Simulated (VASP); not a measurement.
# Rh (P6_3/mmc) in VASP: further runs

The runs below take Rh through single point, with BLYP.

Everything below comes from runs of VASP 6.6.1. Logs are shortened: lines on timing, memory, paths and dates and some standing lists are left out, and cuts for length are marked.

## Step 1: The cell of the first run

Symmetry: P6_3/mmc, No. 194, hexagonal system. The conventional cell has a = 2.798 Å, b = 2.798 Å, c = 9.126 Å, α = 90.00°, β = 90.00°, γ = 120.00°. Rh (site symmetry -3m) has 12 Rh at 2.80 Å within 3.7 Å. Within 3.7 Å of Rh (site symmetry -6m2) lie 12 Rh at 2.80 Å.

## Step 2: Single point, BLYP (volume scaled by 1.04)

INCAR reads:

```
SYSTEM = Rh
PREC = Accurate ; ENCUT = 520
EDIFF = 1E-7 ; ISMEAR = -1
SIGMA = 0.1 ; LREAL = .False.
LASPH = .True. ; NELM = 80
ALGO = Normal ; ISIF = 2
LWAVE = .False. ; LCHARG = .False.
GGA = B5 ; ALDAX = 1.0
AGGAX = 1.0 ; AGGAC = 1.0
ALDAC = 0.0 ; NBANDS = 38
```

KPOINTS reads:

```
regular mesh
0
Gamma
  15 15 4
  0 0 0
```

POSCAR reads:

```
Rh
1.0
    2.7983438793      0.0000000000      0.0000000000
   -1.3991719396      2.4234368880      0.0000000000
    0.0000000000      0.0000000000      9.1256699771
Rh
4
Direct
    0.0000000000      1.0000000000      0.0000000000
    1.0000000000      1.0000000000      0.5000000000
    0.3333333333      0.6666666667      0.2500000000
    0.6666666667      0.3333333333      0.7500000000
```

Potentials or basis: VASP PAW PBE potentials, release 64 (Rh_pv).

On the command line:

```console
$ cat potpaw_PBE.64/Rh_pv/POTCAR > POTCAR
$ mpirun -np 1 vasp_std > vasp.out
```

OUTCAR:

```text
SYSTEM = Rh
   PREC = Accurate
   ENCUT = 520
   EDIFF = 1E-7
   ISMEAR = -1
   LREAL = .False.
   LASPH = .True.
   NELM = 80
   ISIF = 2
   GGA = B5

 ion  position               nearest neighbor table
   1  0.000  0.000  0.000-   3 2.80   4 2.80   3 2.80   4 2.80   4 2.80   3 2.80
   2  0.000  0.000  0.500-   3 2.80   4 2.80   3 2.80   4 2.80   4 2.80   3 2.80
   3  0.333  0.667  0.250-   1 2.80   2 2.80   1 2.80   2 2.80   1 2.80   2 2.80
   4  0.667  0.333  0.750-   1 2.80   2 2.80   1 2.80   2 2.80   1 2.80   2 2.80

  LATTYP: Found a hexagonal cell.
 ALAT       =     2.7983438793
 C/A-ratio  =     3.2610966953

  Lattice vectors:

 A1 = (   2.7983438793,   0.0000000000,   0.0000000000)
 A2 = (  -1.3991719396,   2.4234368880,   0.0000000000)
 A3 = (   0.0000000000,   0.0000000000,   9.1256699771)

Analysis of symmetry for initial positions (statically):
=====================================================================
 Subroutine PRICEL returns:
 Original cell was already a primitive cell.

 Routine SETGRP: Setting up the symmetry group for a
 hexagonal supercell.

 Subroutine GETGRP returns: Found 24 space group operations
 (whereof 12 operations were pure point group operations)
 out of a pool of 24 trial point group operations.

The static configuration has the point symmetry D_3d.
 The point group associated with its full space group is D_6h.

Analysis of symmetry for dynamics (positions and initial velocities):
=====================================================================
 Subroutine PRICEL returns:
 Original cell was already a primitive cell.

 Routine SETGRP: Setting up the symmetry group for a
 hexagonal supercell.

 Subroutine GETGRP returns: Found 24 space group operations
 (whereof 12 operations were pure point group operations)
 out of a pool of 24 trial point group operations.

The dynamic configuration has the point symmetry D_3d.
 The point group associated with its full space group is D_6h.

 Subroutine INISYM returns: Found 24 space group operations
 (whereof 12 operations are pure point group operations),
 and found     1 'primitive' translations

----------------------------------------------------------------------------------------

                                     Primitive cell

  volume of cell :      61.8867

  direct lattice vectors                    reciprocal lattice vectors
     2.798343879  0.000000000  0.000000000     0.357354222  0.206318556  0.000000000
    -1.399171940  2.423436888  0.000000000     0.000000000  0.412637113  0.000000000
     0.000000000  0.000000000  9.125669977     0.000000000  0.000000000  0.109580995

  length of vectors
     2.798343879  2.798343879  9.125669977     0.412637113  0.412637113  0.109580995

  position of ions in fractional coordinates (direct lattice)
     0.000000000  0.000000000  0.000000000
     0.000000000  0.000000000  0.500000000
     0.333333333  0.666666667  0.250000000
     0.666666667  0.333333333  0.750000000

  ion indices of the primitive-cell ions
   primitive index   ion index
                 1           1
                 2           2
                 3           3
                 4           4

----------------------------------------------------------------------------------------

 KPOINTS: regular mesh

Automatic generation of k-mesh.
 Grid dimensions read from file:
 generate k-points for:   15   15    4

 Generating k-lattice:

  Cartesian coordinates                     Fractional coordinates (reciprocal lattice)
     0.023823615  0.013754570  0.000000000     0.066666667  0.000000000  0.000000000
     0.000000000  0.027509141  0.000000000     0.000000000  0.066666667  0.000000000
     0.000000000  0.000000000  0.027395249     0.000000000  0.000000000  0.250000000

  Length of vectors
     0.027509141  0.027509141  0.027395249

  Shift w.r.t. Gamma in fractional coordinates (k-lattice)
     0.000000000  0.000000000  0.000000000

 Subroutine IBZKPT returns following result:
 ===========================================

 Found     81 irreducible k-points:

 Following reciprocal coordinates:
            Coordinates               Weight
  0.000000  0.000000  0.000000      1.000000
  0.066667  0.000000  0.000000      6.000000
  0.133333  0.000000  0.000000      6.000000
  0.200000 -0.000000  0.000000      6.000000
  0.266667  0.000000  0.000000      6.000000
  0.333333  0.000000  0.000000      6.000000
[... 16 lines left out ...]
  0.333333  0.200000  0.000000     12.000000
  0.400000  0.200000  0.000000      6.000000
 [... further k-points ...]
   k-points           NKPTS =     81   k-points in BZ     NKDIM =     81   number of bands    NBANDS=     38
   number of dos      NEDOS =    301   number of ions     NIONS =      4
   total plane-waves  NPLWV =  40320
   dimension x,y,z NGX =    24 NGY =   24 NGZ =   70
   dimension x,y,z NGXF=    48 NGYF=   48 NGZF=  140
   ions per type =               4
   NGX,Y,Z   is equivalent  to a cutoff of  14.26, 14.26, 12.75 a.u.
   NGXF,Y,Z  is equivalent  to a cutoff of  28.52, 28.52, 25.50 a.u.
 SYSTEM =  Rh
   PREC   = accura    normal or accurate (medium, high low for compatibility)
   ISTART =      0    job   : 0-new  1-cont  2-samecut
   ICHARG =      2    charge: 1-file 2-atom 10-const
   ISPIN  =      1    spin polarized calculation?
   LNONCOLLINEAR =      F non collinear calculations
   LSORBIT =      F    spin-orbit coupling
   LASPH  =      T    aspherical Exc in radial PAW
   ENCUT  =  520.0 eV  38.22 Ry    6.18 a.u.   5.20  5.20 16.97*2*pi/ulx,y,z
   NELM   =     80;   NELMIN=  2; NELMDL= -5     # of ELM steps
   EDIFF  = 0.1E-06   stopping-criterion for ELM
   LREAL  =      F    real-space projection
   EDIFFG = 0.1E-05   stopping-criterion for IOM
   NSW    =      0    number of steps for IOM
   IBRION =     -1    ionic relax: 0-MD 1-quasi-New 2-CG
   NFREE  =      0    steps in history (QN), initial steepest desc. (CG)
   ISIF   =      2    stress and relaxation
   ISYM   =      2    0-nonsym 1-usesym 2-fastsym
   POTIM  = 0.5000    time-step for ionic-motion
   TEBEG  =    0.0;   TEEND  =   0.0 temperature during run
   PSTRESS=    0.0 pullay stress
   NELECT =      60.0000    total number of electrons
   NUPDOWN=      -1.0000    fix difference up-down
   EMIN   =  10.00;   EMAX   =-10.00  energy-range for DOS
   EFERMI =   0.00;   METHOD = LEGACY
   ISMEAR =    -1;   SIGMA  =   0.10  broadening in eV -4-tet -1-fermi 0-gaus
   EFERMI_NEDOS =   21; number of points for ismear=-14 and -15
   IALGO  =     38    algorithm
   IMIX   =      4    mixing-type and parameters
     AMIX     =   0.40;   BMIX     =  1.00
     AMIX_MAG =   1.60;   BMIX_MAG =  1.00
  volume/ion in A,a.u.               =      15.47       104.41
  Fermi-wavevector in a.u.,A,eV,Ry     =   1.620290  3.061904 35.719911  2.625339
  Thomas-Fermi vector in A             =   2.714253
   LORBIT       =      0    0 simple, 1 ext, 2 COOP (PROOUT), +10 PAW based schemes
   GGA     = B5    functional components
   LHFCALC =     F    Hartree Fock is set to
   AEXX    =    0.0000 exact exchange contribution
   IVDW    =     0    specifies the selected vdW correction
   LEPSILON=     F    determine dielectric tensor
   LRPA    =     F    only Hartree local field effects (RPA)
 non-spin polarized calculation
  energy-cutoff  :      520.00
  volume of cell :       61.89
 maximum number of plane-waves:      1688
 NGX is ok and might be reduce to    24
   NGX = 11   NGY = 11   NGZ = 33

 number of electron      59.9999988 magnetization

 Free energy of the ion-electron system (eV)
  ---------------------------------------------------
  ext. energy  EPLUGINS =         0.00000000
  ---------------------------------------------------
  free energy    TOTEN  =       -24.63178671 eV

  energy without entropy =      -24.39277186  energy(sigma->0) =      -24.51227929

 E-fermi :  10.3871     XC(G=0): -12.6510

 val. band max:       10.3868295846   @ k =   0.3333   0.2000   0.5000
 cond. band min:      10.3871817385   @ k =   0.3333   0.3333   0.2500
 fundamental gap:      0.0003521539
 Fermi energy:        10.3870583800

 k-point     1 :       0.0000    0.0000    0.0000
  band No.  band energies     occupation
      1     -36.0972      2.00000
      2     -35.8546      2.00000
      3     -35.8543      2.00000
      4     -35.6763      2.00000
      5     -35.6763      2.00000
      6     -35.6479      2.00000
[... 30 lines left out ...]
     37      17.9329      0.00000
     38      24.5701      0.00000

 k-point     2 :       0.0667    0.0000    0.0000
  band No.  band energies     occupation
      1     -36.0904      2.00000
      2     -35.8564      2.00000
      3     -35.8564      2.00000
      4     -35.6923      2.00000
      5     -35.6815      2.00000
      6     -35.6601      2.00000
[... 30 lines left out ...]
     37      17.9208      0.00000
     38      24.6846      0.00000

 k-point     3 :       0.1333    0.0000    0.0000
  band No.  band energies     occupation
      1     -36.0705      2.00000
      2     -35.8661      2.00000
      3     -35.8643      2.00000
      4     -35.7362      2.00000
      5     -35.6958      2.00000
      6     -35.6933      2.00000
[... 30 lines left out ...]
     37      17.8965      0.00000
     38      24.9659      0.00000

 k-point     4 :       0.2000   -0.0000    0.0000
  band No.  band energies     occupation
      1     -36.0399      2.00000
      2     -35.8937      2.00000
      3     -35.8863      2.00000
      4     -35.7987      2.00000
      5     -35.7486      2.00000
      6     -35.7165      2.00000
[... 30 lines left out ...]
     37      17.8961      0.00000
     38      24.6665      0.00000
[... 703 lines left out ...]
      4     -35.9355      2.00000
      5     -35.9137      2.00000
      6     -35.8397      2.00000
[... 30 lines left out ...]
     37      19.5819      0.00000
     38      19.6452      0.00000

 k-point    23 :       0.3333    0.2000    0.0000
  band No.  band energies     occupation
      1     -36.0412      2.00000
      2     -36.0199      2.00000
      3     -35.9730      2.00000
      4     -35.9535      2.00000
      5     -35.8827      2.00000
      6     -35.8570      2.00000
[... 30 lines left out ...]
     37      19.4545      0.00000
     38      19.4858      0.00000

 k-point    24 :       0.4000    0.2000    0.0000
  band No.  band energies     occupation
      1     -36.0492      2.00000
      2     -36.0262      2.00000
      3     -35.9790      2.00000
      4     -35.9605      2.00000
      5     -35.8691      2.00000
      6     -35.8592      2.00000
[... 30 lines left out ...]
     37      18.7339      0.00000
     38      18.7727      0.00000

 [... further k-points ...]
[... 5 lines left out ...]
  --------------------------------------------------------------------------------------
  -------------------------------------------------------------------------------------
  Total       -2.6931468     -2.6931468     -2.7389769     -0.0000000      0.0000000     -0.0000000
  in kB      -69.7225175    -69.7225175    -70.9090057     -0.0000000      0.0000000     -0.0000000
  external PRESSURE =     -70.1180136 kB  Pullay stress =       0.0000000 kB

 VOLUME and BASIS-vectors are now :
 -----------------------------------------------------------------------------
  energy-cutoff  :      520.00
  volume of cell :       61.89
      direct lattice vectors                 reciprocal lattice vectors
     2.798343879  0.000000000  0.000000000     0.357354222  0.206318556  0.000000000
    -1.399171940  2.423436888  0.000000000     0.000000000  0.412637113  0.000000000
     0.000000000  0.000000000  9.125669977     0.000000000  0.000000000  0.109580995

 POSITION                                       TOTAL-FORCE (eV/Angst)
 -----------------------------------------------------------------------------------
      0.00000      0.00000      0.00000        -0.000000      0.000000      0.000000
      0.00000      0.00000      4.56283        -0.000000      0.000000      0.000000
     -0.00000      1.61562      2.28142        -0.000000      0.000000      0.000000
      1.39917      0.80781      6.84425         0.000000      0.000000     -0.000000
 -----------------------------------------------------------------------------------
    total drift:                               -0.000000      0.000000      0.000000

  FREE ENERGIE OF THE ION-ELECTRON SYSTEM (eV)
  ---------------------------------------------------
  free  energy   TOTEN  =       -24.6317867103 eV

  energy  without entropy=      -24.3927718622  energy(sigma->0) =      -24.51227929
```

Run time: 2.7 min. Hardware: 1 thread of Intel Xeon Platinum 8375C at 2.90GHz (Ice Lake), shared host; peak memory 0.27 GiB.

What came out:

```yaml
Free_energy: -24.6318 eV
Pressure: -7.0 GPa
Band_gap_on_the_k_mesh: zero (band 30 reaches 11.01 eV, above the bottom of band 31 at 9.42 eV)
```

Levels at points of the mesh, in eV from the Fermi level:
```csv
k point,band 26,band 27,band 28,band 29,band 30,band 31,band 32,band 33,band 34,band 35
"(0.00, 0.00, 0.00)",-2.18,-2.18,-1.22,-1.22,-0.71,-0.71,-0.31,-0.31,0.34,0.34
"(0.00, 0.00, 0.50)",-2.37,-0.96,-0.96,-0.96,-0.96,-0.66,-0.66,0.06,0.06,0.06
```

Caveat: the PAW data sets were made with another functional, which shifts forces and pressure a little.

## Step 3: Single point, BLYP (volume scaled by 1.08)

INCAR reads:

```
SYSTEM = Rh
PREC = Accurate ; ENCUT = 520
EDIFF = 1E-6 ; ISMEAR = -1
SIGMA = 0.1 ; LREAL = .False.
LASPH = .True. ; NELM = 100
ALGO = Normal ; ISIF = 2
LWAVE = .False. ; LCHARG = .False.
GGA = B5 ; ALDAX = 1.0
AGGAX = 1.0 ; AGGAC = 1.0
ALDAC = 0.0 ; NBANDS = 38
```

KPOINTS is that of step 2.

POSCAR reads:

```
Rh
1.0
    2.8337697145      0.0000000000      0.0000000000
   -1.4168848572      2.4541165612      0.0000000000
    0.0000000000      0.0000000000      9.2411970512
Rh
4
Direct
    0.0000000000      1.0000000000      0.0000000000
    1.0000000000      1.0000000000      0.5000000000
    0.3333333333      0.6666666667      0.2500000000
    0.6666666667      0.3333333333      0.7500000000
```

Potentials or basis: VASP PAW PBE potentials, release 64 (Rh_pv).

On the command line:

```console
$ cat potpaw_PBE.64/Rh_pv/POTCAR > POTCAR
$ mpirun -np 1 vasp_std > vasp.out
```

It took 2.3 min on 1 thread of Intel Xeon Platinum 8375C at 2.90GHz (Ice Lake), shared host; peak memory 0.27 GiB.

The run converged. Its results:

```yaml
Free_energy: -24.4841 eV
Pressure: -12.8 GPa
Band_gap_on_the_k_mesh: zero (band 30 reaches 10.36 eV, above the bottom of band 31 at 8.87 eV)
```

Stress tensor (GPa, compression positive):
```
-12.78   0.00   0.00
  0.00 -12.78   0.00
  0.00   0.00 -12.95
```

Levels at points of the mesh, in eV from the Fermi level:
```tsv
k point	band 28	band 29	band 30	band 31	band 32	band 33
(0.00, 0.00, 0.00)	-1.14	-1.14	-0.67	-0.67	-0.29	-0.29
(0.00, 0.00, 0.50)	-0.90	-0.90	-0.90	-0.59	-0.59	0.05
```

Caveat: the PAW data sets were made with another functional, which shifts forces and pressure a little.
